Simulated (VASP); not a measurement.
Set up this calculation in VASP 6.6.1, as the native input.

| Item | Value |
| --- | --- |
| Task | single point |
| Functional | PBE |
| Potentials or basis | VASP PAW PBE potentials, release 64 (Al, N) |
| Cutoff | 520 eV |
| k mesh | 8 × 8 × 2 |
| Occupations | gaussian, width 0.05 eV |
| Spin | no spin polarisation |
| Dipole correction | no |
| Further INCAR settings | ALGO = Normal; EDIFF = 1e-06; NBANDS = 36 |

The structure of AlN lies in POSCAR:

```
AlN
1.0
    2.1839935596     -2.1839935596      0.0000000000
    2.1839935596      0.0000000000     -2.1839935596
    8.9543735944      8.5175748824      8.7359742384
Al N
6 6
Direct
    0.6604200000      0.6666666667      0.0624666667
   -0.0895800000      0.0000000000      0.8958000000
    0.3104200000      0.3333333333      0.2291333333
    0.6104200000      0.6666666667      0.5624666667
   -0.0395800000      0.0000000000      0.3958000000
    0.2604200000      0.3333333333      0.7291333333
    0.6229200000      0.6666666667      0.4374666667
    0.9729200000      1.0000000000      0.2708000000
    0.2729200000      0.3333333333      0.6041333333
    0.5729200000      0.6666666667      0.9374666667
   -0.0770800000      0.0000000000      0.7708000000
    0.3229200000      0.3333333333      0.1041333333
```

The input as run:

INCAR

```
SYSTEM = AlN
ALGO = Normal
EDIFF = 1E-6
ENCUT = 520
GGA = PE
ISIF = 2
ISMEAR = 0
LASPH = .TRUE.
LCHARG = .TRUE.
LELF = .TRUE.
LREAL = .FALSE.
LVHAR = .TRUE.
LWAVE = .FALSE.
NBANDS = 36
NELM = 80
PREC = Accurate
SIGMA = 0.05
```

KPOINTS

```
k-points
0
G
  8 8 2
  0 0 0
```

Potentials or basis: VASP PAW PBE potentials, release 64 (Al, N).

The run is started by

```console
$ cat potpaw_PBE.64/Al/POTCAR potpaw_PBE.64/N/POTCAR > POTCAR
$ mpirun -np 1 vasp_std > vasp.out
```

Results of the run:

| Item | Value |
| --- | --- |
| Pressure | 4.4 GPa |
| Largest force | 0.574 eV/Å |
| Band gap on the k mesh | 3.16 eV, indirect (least direct gap 3.62 eV) |

It took 3.9 min on 1 thread of Intel(R) Xeon(R) Platinum 8488C (Sapphire Rapids) (shared host), peak memory 0.37 GiB.
